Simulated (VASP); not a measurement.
Here is a VASP 6.6.1 calculation.

Contents of INCAR:

```
SYSTEM = SiC
ALGO = Normal
EDIFF = 1E-7
ENCUT = 520
GGA = PE
ISIF = 2
ISMEAR = 0
LASPH = .TRUE.
LCHARG = .FALSE.
LREAL = .FALSE.
LWAVE = .FALSE.
NBANDS = 16
NELM = 100
PREC = Accurate
SIGMA = 0.01
```

KPOINTS

```
k-points
0
G
  6 6 2
  0 0 0
```

The input POSCAR:

```
SiC
1.0
    3.1257810462      0.0000000000      0.0000000000
   -1.5628905231      2.7070057927      0.0000000000
    0.0000000000      0.0000000000      5.1308793077
Si C
2 2
Direct
    0.3333333333      0.6666666667      0.4995917782
    0.6666666667      0.3333333333      0.9995917782
    0.3333333333      0.6666666667      0.8754082218
    0.6666666667      0.3333333333      0.3754082218
```

Potentials or basis: VASP PAW PBE potentials, release 64 (Si, C).

Launch:

```sh
$ cat potpaw_PBE.64/Si/POTCAR potpaw_PBE.64/C/POTCAR > POTCAR
$ mpirun -np 1 vasp_std > vasp.out
```

Predict the largest force.

0.039 eV/Å.

Estimate the band gap on the k mesh.

2.35 eV, indirect (least direct gap 3.88 eV).

Forces on the atoms (eV/Å):
```
Si   0.000  0.000 -0.039
Si   0.000  0.000 -0.039
C    0.000  0.000  0.039
C    0.000  0.000  0.039
```

Caveat: the k points lie up to 0.61 Å⁻¹ apart. A k mesh can miss the band edges.
